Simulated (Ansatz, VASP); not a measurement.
Al: VASP beside Ansatz

```xyz
1
Lattice="0.0000 1.9920 1.9920 1.9920 0.0000 1.9920 1.9920 1.9920 0.0000" Properties=species:S:1:pos:R:3 pbc="T T T"
Al    0.0000    0.0000    0.0000
```

Alike in both runs: functional LDA; k mesh 16 × 16 × 16; occupations fermi-dirac, width 0.05 eV; no spin polarisation.

Ansatz relaxed the structure, and its values are those at the end. VASP's run is a single point on that final structure, the one shown.

|  | VASP | Ansatz |
| --- | --- | --- |
| version | VASP 6.6.1 | Ansatz 0.2.0 |
| potentials or method | VASP PAW LDA potentials, release 64 (Al) | PAW with Ansatz's default frozen-core files, scalar-relativistic |
| plane-wave cutoff (eV) | 500 | 420 |
| valence electrons in the cell | 3 | 3 |

|  | VASP | Ansatz | Ansatz less VASP |
| --- | --- | --- | --- |
| pressure (GPa) | 0.0 | 0.0 | -0.08 |

LDA's correlation is that of Perdew and Zunger in VASP and of Perdew and Wang (1992) in Ansatz.
